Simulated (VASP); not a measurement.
# NaI (Pm-3m) in VASP: notebook

The runs below take NaI through single point, relaxation of cell and atoms, with r2SCAN.

Program: VASP 6.6.1. These are calculated values, not measurements. Logs are shortened: lines on timing, memory, paths and dates and some standing lists are left out, and cuts for length are marked.

## (1) The cell of the first run

It takes space group Pm-3m (No. 221, cubic). The conventional cell has a = 4.040 Å, b = 4.040 Å, c = 4.040 Å, α = 90.00°, β = 90.00°, γ = 90.00°. Na (site symmetry m-3m) has 8 I at 3.50 Å and 6 Na at 4.04 Å within 4.6 Å. I (site symmetry m-3m) has 8 Na at 3.50 Å and 6 I at 4.04 Å within 4.6 Å.

## (2) Single point, r2SCAN

Contents of POSCAR:

```
NaI
1.0
    4.0395849540      0.0000000000      0.0000000000
    0.0000000000      4.0395849540      0.0000000000
    0.0000000000      0.0000000000      4.0395849540
Na I
1 1
Direct
    0.0000000000      0.0000000000      0.0000000000
    0.5000000000      0.5000000000      0.5000000000
```

Contents of INCAR.step1:

```
SYSTEM = NaI
  ALGO = Normal
  EDIFF = 1E-5
  ENCUT = 550
  GGA = PE
  GGA_COMPAT = .False.
  ISMEAR = 0
  LASPH = .True.
  LCHARG = .False.
  LREAL = .False.
  LWAVE = .True.
  NBANDS = 14
  NELM = 120
  PREC = Accurate
  SIGMA = 0.02
```

Contents of INCAR.step2:

```
SYSTEM = NaI
  ALGO = Normal
  EDIFF = 1E-6
  ENCUT = 550
  GGA_COMPAT = .False.
  ISIF = 2
  ISMEAR = 0
  ISTART = 1
  LASPH = .True.
  LCHARG = .False.
  LMIXTAU = .True.
  LREAL = .False.
  LWAVE = .False.
  METAGGA = R2SCAN
  NBANDS = 14
  NELM = 120
  PREC = Accurate
  SIGMA = 0.02
```

Contents of KPOINTS:

```
k-points
0
Gamma
  6 6 6
  0 0 0
```

Potentials or basis: VASP PAW PBE potentials, release 64 (Na_pv, I).

Run with:

```console
$ cat potpaw_PBE.64/Na_pv/POTCAR potpaw_PBE.64/I/POTCAR > POTCAR
$ cp INCAR.step1 INCAR
$ mpirun -np 1 vasp_std > vasp.out
$ cp INCAR.step2 INCAR
$ mpirun -np 1 vasp_std > vasp.out
```

OUTCAR:

```text
SYSTEM = NaI
   EDIFF = 1E-6
   ENCUT = 550
   ISIF = 2
   ISMEAR = 0
   ISTART = 1
   LASPH = .True.
   LREAL = .False.
   METAGGA = R2SCAN
   NELM = 120
   PREC = Accurate

 ion  position               nearest neighbor table
   1  0.000  0.000  0.000-
   2  0.500  0.500  0.500-

  LATTYP: Found a simple cubic cell.
 ALAT       =     4.0395849540

  Lattice vectors:

 A1 = (   4.0395849540,   0.0000000000,   0.0000000000)
 A2 = (   0.0000000000,   4.0395849540,   0.0000000000)
 A3 = (   0.0000000000,   0.0000000000,   4.0395849540)

Analysis of symmetry for initial positions (statically):
=====================================================================
 Subroutine PRICEL returns:
 Original cell was already a primitive cell.

 Routine SETGRP: Setting up the symmetry group for a
 simple cubic supercell.

 Subroutine GETGRP returns: Found 48 space group operations
 (whereof 48 operations were pure point group operations)
 out of a pool of 48 trial point group operations.

The static configuration has the point symmetry O_h .

Analysis of symmetry for dynamics (positions and initial velocities):
=====================================================================
 Subroutine PRICEL returns:
 Original cell was already a primitive cell.

 Routine SETGRP: Setting up the symmetry group for a
 simple cubic supercell.

 Subroutine GETGRP returns: Found 48 space group operations
 (whereof 48 operations were pure point group operations)
 out of a pool of 48 trial point group operations.

The dynamic configuration has the point symmetry O_h .

 Subroutine INISYM returns: Found 48 space group operations
 (whereof 48 operations are pure point group operations),
 and found     1 'primitive' translations

----------------------------------------------------------------------------------------

                                     Primitive cell

  volume of cell :      65.9189

  direct lattice vectors                    reciprocal lattice vectors
     4.039584954  0.000000000  0.000000000     0.247550184  0.000000000  0.000000000
     0.000000000  4.039584954  0.000000000     0.000000000  0.247550184  0.000000000
     0.000000000  0.000000000  4.039584954     0.000000000  0.000000000  0.247550184

  length of vectors
     4.039584954  4.039584954  4.039584954     0.247550184  0.247550184  0.247550184

  position of ions in fractional coordinates (direct lattice)
     0.000000000  0.000000000  0.000000000
     0.500000000  0.500000000  0.500000000

  ion indices of the primitive-cell ions
   primitive index   ion index
                 1           1
                 2           2

----------------------------------------------------------------------------------------

 KPOINTS: k-points

Automatic generation of k-mesh.
 Grid dimensions read from file:
 generate k-points for:    6    6    6

 Generating k-lattice:

  Cartesian coordinates                     Fractional coordinates (reciprocal lattice)
     0.041258364  0.000000000  0.000000000     0.166666667  0.000000000  0.000000000
     0.000000000  0.041258364  0.000000000     0.000000000  0.166666667  0.000000000
     0.000000000  0.000000000  0.041258364     0.000000000  0.000000000  0.166666667

  Length of vectors
     0.041258364  0.041258364  0.041258364

  Shift w.r.t. Gamma in fractional coordinates (k-lattice)
     0.000000000  0.000000000  0.000000000

 Subroutine IBZKPT returns following result:
 ===========================================

 Found     20 irreducible k-points:

 Following reciprocal coordinates:
            Coordinates               Weight
  0.000000  0.000000  0.000000      1.000000
  0.166667  0.000000  0.000000      6.000000
  0.333333  0.000000  0.000000      6.000000
  0.500000  0.000000  0.000000      3.000000
  0.166667  0.166667  0.000000     12.000000
  0.333333  0.166667  0.000000     24.000000
[... 12 lines left out ...]
  0.500000  0.500000  0.333333      6.000000
  0.500000  0.500000  0.500000      1.000000
   k-points           NKPTS =     20   k-points in BZ     NKDIM =     20   number of bands    NBANDS=     14
   number of dos      NEDOS =    301   number of ions     NIONS =      2
   total plane-waves  NPLWV =  32768
   dimension x,y,z NGX =    32 NGY =   32 NGZ =   32
   dimension x,y,z NGXF=    64 NGYF=   64 NGZF=   64
   ions per type =               1   1
   NGX,Y,Z   is equivalent  to a cutoff of  13.17, 13.17, 13.17 a.u.
   NGXF,Y,Z  is equivalent  to a cutoff of  26.34, 26.34, 26.34 a.u.
 SYSTEM =  NaI
   PREC   = accura    normal or accurate (medium, high low for compatibility)
   ISTART =      1    job   : 0-new  1-cont  2-samecut
   ICHARG =      0    charge: 1-file 2-atom 10-const
   ISPIN  =      1    spin polarized calculation?
   LNONCOLLINEAR =      F non collinear calculations
   LSORBIT =      F    spin-orbit coupling
   LASPH  =      T    aspherical Exc in radial PAW
   ENCUT  =  550.0 eV  40.42 Ry    6.36 a.u.   7.72  7.72  7.72*2*pi/ulx,y,z
   NELM   =    120;   NELMIN=  2; NELMDL=  0     # of ELM steps
   EDIFF  = 0.1E-05   stopping-criterion for ELM
   LREAL  =      F    real-space projection
   EDIFFG = 0.1E-04   stopping-criterion for IOM
   NSW    =      0    number of steps for IOM
   IBRION =     -1    ionic relax: 0-MD 1-quasi-New 2-CG
   NFREE  =      0    steps in history (QN), initial steepest desc. (CG)
   ISIF   =      2    stress and relaxation
   ISYM   =      2    0-nonsym 1-usesym 2-fastsym
   POTIM  = 0.5000    time-step for ionic-motion
   TEBEG  =    0.0;   TEEND  =   0.0 temperature during run
   PSTRESS=    0.0 pullay stress
   NELECT =      14.0000    total number of electrons
   NUPDOWN=      -1.0000    fix difference up-down
   EMIN   =  10.00;   EMAX   =-10.00  energy-range for DOS
   EFERMI =   0.00;   METHOD = LEGACY
   ISMEAR =     0;   SIGMA  =   0.02  broadening in eV -4-tet -1-fermi 0-gaus
   EFERMI_NEDOS =   21; number of points for ismear=-14 and -15
   IALGO  =     38    algorithm
   IMIX   =      4    mixing-type and parameters
     AMIX     =   0.40;   BMIX     =  1.00
     AMIX_MAG =   1.60;   BMIX_MAG =  1.00
  volume/ion in A,a.u.               =      32.96       222.42
  Fermi-wavevector in a.u.,A,eV,Ry     =   0.976744  1.845779 12.980351  0.954029
  Thomas-Fermi vector in A             =   2.107387
   LORBIT       =      0    0 simple, 1 ext, 2 COOP (PROOUT), +10 PAW based schemes
   METAGGA = R2SCAN    functional components
   LHFCALC =     F    Hartree Fock is set to
   AEXX    =    0.0000 exact exchange contribution
   IVDW    =     0    specifies the selected vdW correction
   LEPSILON=     F    determine dielectric tensor
   LRPA    =     F    only Hartree local field effects (RPA)
 non-spin polarized calculation
 Gauss-broadening in eV      SIGMA  =   0.02
  energy-cutoff  :      550.00
  volume of cell :       65.92
 maximum number of plane-waves:      1956
 NGX is ok and might be reduce to    32
   NGX = 15   NGY = 15   NGZ = 15

 number of electron      13.9999983 magnetization

 Free energy of the ion-electron system (eV)
  ---------------------------------------------------
  ext. energy  EPLUGINS =         0.00000000
  ---------------------------------------------------
  free energy    TOTEN  =       -30.73028835 eV

  energy without entropy =      -30.73028835  energy(sigma->0) =      -30.73028835

 E-fermi :   1.7929     XC(G=0):  -8.2201

 val. band max:        1.6762774013   @ k =   0.5000   0.5000   0.0000
 cond. band min:       4.7487336393   @ k =   0.0000   0.0000   0.0000
 fundamental gap:      3.0724562381
 Fermi energy:         1.7928751746

 k-point     1 :       0.0000    0.0000    0.0000
  band No.  band energies     occupation
      1     -22.8880      2.00000
      2     -22.8880      2.00000
      3     -22.8880      2.00000
      4     -10.5063      2.00000
      5       1.0047      2.00000
      6       1.0047      2.00000
      7       1.0047      2.00000
      8       4.7487      0.00000
      9       7.7871      0.00000
     10       7.7871      0.00000
     11      13.9096      0.00000
     12      13.9096      0.00000
     13      13.9096      0.00000
     14      14.1479      0.00000

 k-point     2 :       0.1667    0.0000    0.0000
  band No.  band energies     occupation
      1     -22.8898      2.00000
      2     -22.8878      2.00000
      3     -22.8878      2.00000
      4     -10.4248      2.00000
      5       0.1102      2.00000
      6       1.0825      2.00000
      7       1.0825      2.00000
      8       5.4119      0.00000
      9       8.0228      0.00000
     10       8.6262      0.00000
     11      12.1622      0.00000
     12      12.1622      0.00000
     13      13.0528      0.00000
     14      14.3409      0.00000

 k-point     3 :       0.3333    0.0000    0.0000
  band No.  band energies     occupation
      1     -22.8936      2.00000
      2     -22.8874      2.00000
      3     -22.8874      2.00000
      4     -10.2501      2.00000
      5      -1.1257      2.00000
      6       1.2484      2.00000
      7       1.2484      2.00000
      8       6.3735      0.00000
      9       8.6933      0.00000
     10       9.3732      0.00000
     11      10.7269      0.00000
     12      10.7269      0.00000
     13      12.1730      0.00000
     14      13.4602      0.00000

 k-point     4 :       0.5000    0.0000    0.0000
  band No.  band energies     occupation
      1     -22.8955      2.00000
      2     -22.8872      2.00000
      3     -22.8872      2.00000
      4     -10.1560      2.00000
      5      -1.6242      2.00000
      6       1.3372      2.00000
      7       1.3372      2.00000
      8       7.0033      0.00000
      9       8.8513      0.00000
     10       9.3453      0.00000
     11      10.1967      0.00000
     12      10.1967      0.00000
     13      11.0202      0.00000
     14      15.2717      0.00000

 k-point     5 :       0.1667    0.1667    0.0000
  band No.  band energies     occupation
      1     -22.8897      2.00000
      2     -22.8895      2.00000
      3     -22.8876      2.00000
      4     -10.3454      2.00000
      5       0.0995      2.00000
      6       0.3503      2.00000
      7       1.1608      2.00000
      8       6.0527      0.00000
      9       8.4421      0.00000
     10       9.0565      0.00000
     11      10.7396      0.00000
[... 208 lines left out ...]
 k-point    18 :       0.5000    0.3333    0.3333
  band No.  band energies     occupation
      1     -22.8938      2.00000
      2     -22.8919      2.00000
      3     -22.8917      2.00000
      4      -9.7106      2.00000
      5      -0.7748      2.00000
      6      -0.2193      2.00000
      7      -0.1252      2.00000
      8       6.2465      0.00000
      9       6.8061      0.00000
     10       7.5055      0.00000
     11      11.0161      0.00000
     12      13.1234      0.00000
     13      13.6870      0.00000
     14      15.2013      0.00000

 k-point    19 :       0.5000    0.5000    0.3333
  band No.  band energies     occupation
      1     -22.8935      2.00000
      2     -22.8935      2.00000
      3     -22.8916      2.00000
      4      -9.6305      2.00000
      5      -0.6221      2.00000
      6      -0.6221      2.00000
      7      -0.0418      2.00000
      8       5.8743      0.00000
      9       6.9444      0.00000
     10       6.9444      0.00000
     11      10.1751      0.00000
     12      13.6779      0.00000
     13      15.6656      0.00000
     14      15.6656      0.00000

 k-point    20 :       0.5000    0.5000    0.5000
  band No.  band energies     occupation
      1     -22.8933      2.00000
      2     -22.8933      2.00000
      3     -22.8933      2.00000
      4      -9.5510      2.00000
      5      -0.4857      2.00000
      6      -0.4857      2.00000
      7      -0.4857      2.00000
      8       6.3395      0.00000
      9       6.3395      0.00000
     10       6.3395      0.00000
     11       9.2454      0.00000
     12      16.3391      0.00000
     13      16.3391      0.00000
     14      16.3391      0.00000

------------------------ aborting loop because EDIFF is reached ----------------------------------------

  FORCE on cell =-STRESS in cart. coord.  units (eV):
  Direction    XX          YY          ZZ          XY          YZ          ZX
  --------------------------------------------------------------------------------------
  -------------------------------------------------------------------------------------
  Total       -0.0275621     -0.0275621     -0.0275621     -0.0000000      0.0000000     -0.0000000
  in kB       -0.6699042     -0.6699042     -0.6699042     -0.0000000      0.0000000     -0.0000000
  external PRESSURE =      -0.6699042 kB  Pullay stress =       0.0000000 kB

 VOLUME and BASIS-vectors are now :
 -----------------------------------------------------------------------------
  energy-cutoff  :      550.00
  volume of cell :       65.92
      direct lattice vectors                 reciprocal lattice vectors
     4.039584954  0.000000000  0.000000000     0.247550184  0.000000000  0.000000000
     0.000000000  4.039584954  0.000000000     0.000000000  0.247550184  0.000000000
     0.000000000  0.000000000  4.039584954     0.000000000  0.000000000  0.247550184

 POSITION                                       TOTAL-FORCE (eV/Angst)
 -----------------------------------------------------------------------------------
      0.00000      0.00000      0.00000         0.000000      0.000000      0.000000
      2.01979      2.01979      2.01979         0.000000      0.000000      0.000000
 -----------------------------------------------------------------------------------
    total drift:                                0.000000     -0.000000     -0.000000

  FREE ENERGIE OF THE ION-ELECTRON SYSTEM (eV)
  ---------------------------------------------------
  free  energy   TOTEN  =       -30.7302883477 eV

  energy  without entropy=      -30.7302883477  energy(sigma->0) =      -30.73028835
```

Run time: 61 s. Hardware: 1 thread of Intel Xeon 8259CL, shared host; peak memory 0.19 GiB.

Results:

- Free energy: -30.7303 eV
- Pressure: -0.1 GPa
- Band gap on the k mesh: 3.07 eV (least direct gap 3.36 eV)

Caveat: the PAW data sets were made with another functional, which shifts forces and pressure a little; spin-orbit coupling is left out, which moves the levels of the heavy elements. A k mesh can miss the band edges.

## (3) Single point, r2SCAN

POSCAR is that of step 2.

Contents of INCAR.step1:

```
ALGO     = Normal         # electronic algorithm
EDIFF    = 1E-4           # SCF threshold, eV
ENCUT    = 520            # plane-wave cutoff, eV
GGA      = PE             # functional
ISMEAR   = 0              # smearing method
LASPH    = True           # aspherical terms in the spheres
LCHARG   = False          # write CHGCAR
LREAL    = False          # projectors in reciprocal space
LWAVE    = True           # write WAVECAR
NBANDS   = 14             # bands
NELM     = 80             # most SCF steps
PREC     = Accurate       # precision mode
SIGMA    = 0.02           # smearing width, eV
```

Contents of INCAR.step2:

```
ALGO     = Normal         # electronic algorithm
EDIFF    = 1E-6           # SCF threshold, eV
ENCUT    = 520            # plane-wave cutoff, eV
ISIF     = 2              # what is computed and relaxed
ISMEAR   = 0              # smearing method
ISTART   = 1            
LASPH    = True           # aspherical terms in the spheres
LCHARG   = True           # write CHGCAR
LELF     = True           # ELF
LMIXTAU  = True         
LREAL    = False          # projectors in reciprocal space
LVHAR    = True         
LWAVE    = False          # write WAVECAR
METAGGA  = R2SCAN         # meta-GGA
NBANDS   = 14             # bands
NELM     = 80             # most SCF steps
PREC     = Accurate       # precision mode
SIGMA    = 0.02           # smearing width, eV
```

Contents of KPOINTS:

```
k-points
0
Gamma
  6 6 6
```

Potentials or basis: VASP PAW PBE potentials, release 64 (Na_pv, I).

Run with:

```console
$ cat potpaw_PBE.64/Na_pv/POTCAR potpaw_PBE.64/I/POTCAR > POTCAR
$ cp INCAR.step1 INCAR
$ mpirun -np 1 vasp_std > vasp.out
$ cp INCAR.step2 INCAR
$ mpirun -np 1 vasp_std > vasp.out
```

Run time: 2.3 min. Hardware: 1 thread of Intel Xeon 8259CL, shared host; peak memory 0.18 GiB.

Results (log left out):

| Item | Value |
| --- | --- |
| Free energy | -30.7301 eV |
| Pressure | 0.0 GPa |
| Band gap on the k mesh | 3.07 eV (least direct gap 3.36 eV) |

Levels at points of the mesh, in eV from the valence-band top:
```
           k point  band 3  band 4  band 5  band 6  band 7  band 8  band 9  band 10  band 11  band 12
(0.00, 0.00, 0.00)  -24.56  -12.18   -0.67   -0.67   -0.67    3.07    6.11     6.11    12.23    12.23
(0.50, 0.00, 0.00)  -24.56  -11.83   -3.30   -0.34   -0.34    5.33    7.17     7.67     8.52     8.52
(0.50, 0.50, 0.00)  -24.56  -11.53   -2.65   -2.65    0.00    3.36    7.69     9.03     9.03     9.41
(0.50, 0.50, 0.50)  -24.57  -11.23   -2.16   -2.16   -2.16    4.66    4.66     4.66     7.57    14.66
```

Caveat: the PAW data sets were made with another functional, which shifts forces and pressure a little; spin-orbit coupling is left out, which moves the levels of the heavy elements. A k mesh can miss the band edges.

## (4) Relaxation of cell and atoms, r2SCAN

POSCAR is that of step 3.

Contents of INCAR.step1:

```
ALGO = Normal ; EDIFF = 1E-4
ENCUT = 600 ; GGA = PE
ISMEAR = 0 ; LASPH = T
LCHARG = F ; LREAL = F
LWAVE = T ; NELM = 100
PREC = Accurate ; SIGMA = 0.02
```

Contents of INCAR.step2:

```
ALGO = Normal ; EDIFF = 1E-6
EDIFFG = -0.01 ; ENCUT = 600
IBRION = 2 ; ISIF = 3
ISMEAR = 0 ; ISTART = 1
LASPH = T ; LCHARG = F
LMIXTAU = T ; LREAL = F
LWAVE = F ; METAGGA = R2SCAN
NELM = 100 ; NSW = 80
PREC = Accurate ; SIGMA = 0.02
```

KPOINTS is that of step 3.

Run with:

```console
$ cat potpaw_PBE.64/Na_pv/POTCAR potpaw_PBE.64/I/POTCAR > POTCAR
$ cp INCAR.step1 INCAR
$ mpirun -np 1 vasp_std > vasp.out
$ cp INCAR.step2 INCAR
$ mpirun -np 1 vasp_std > vasp.out
```

Wall time 2.4 min (1 thread of Intel Xeon 8259CL, shared host); peak memory 0.2 GiB.

Results (log left out):

```yaml
Free_energy: -30.7310 eV
Relaxed_volume: 32.88 Å³/atom
Relaxed_cell: a = 4.036 Å, b = 4.036 Å, c = 4.036 Å, α = 90.00°, β = 90.00°, γ = 90.00°
Space_group_after_relaxing_to_0.1_Å: Pm-3m (No. 221)
Energy_gained_by_relaxing: 0.0 meV/atom
Ionic_steps: 2
Pressure_after_relaxing: 0.0 GPa
Band_gap_on_the_k_mesh: 3.08 eV (least direct gap 3.36 eV)
```

Final structure:
```
Na I
1.0
     4.03615    0.00000    0.00000
     0.00000    4.03615    0.00000
     0.00000    0.00000    4.03615
Na I
1 1
Direct
  0.00000 0.00000 0.00000
  0.50000 0.50000 0.50000
```

Levels at points of the mesh, in eV from the valence-band top:
| k point | band 3 | band 4 | band 5 | band 6 | band 7 | band 8 | band 9 | band 10 | band 11 |
| --- | --- | --- | --- | --- | --- | --- | --- | --- | --- |
| (0.00, 0.00, 0.00) | -24.56 | -12.19 | -0.67 | -0.67 | -0.67 | 3.08 | 6.11 | 6.11 | 12.25 |
| (0.50, 0.00, 0.00) | -24.56 | -11.84 | -3.31 | -0.34 | -0.34 | 5.33 | 7.19 | 7.67 | 8.52 |
| (0.50, 0.50, 0.00) | -24.56 | -11.53 | -2.66 | -2.66 | 0.00 | 3.36 | 7.69 | 9.04 | 9.04 |
| (0.50, 0.50, 0.50) | -24.57 | -11.23 | -2.17 | -2.17 | -2.17 | 4.66 | 4.66 | 4.66 | 7.58 |

Caveat: the PAW data sets were made with another functional, which shifts forces and pressure a little; spin-orbit coupling is left out, which moves the levels of the heavy elements.

## (5) The runs side by side

| task | cell | cutoff (eV) | gap on the mesh (eV) | pressure (GPa) |
| --- | --- | --- | --- | --- |
| single point | as given | 550 | 3.07 | -0.1 |
| single point | as given | 520 | 3.07 | 0.0 |
| relaxation of cell and atoms | relaxed | 600 | 3.08 | 0.0 |

Alike in all rows: level r2SCAN; potentials or basis VASP PAW PBE potentials, release 64 (Na_pv, I); no spin polarisation; k mesh 6 × 6 × 6; smearing gaussian 0.02 eV.

Caveats: the PAW data sets were made with another functional, which shifts forces and pressure a little; spin-orbit coupling is left out, which moves the levels of the heavy elements.

Total energies depend on the potentials used, so only differences within one code and one set of settings carry meaning.
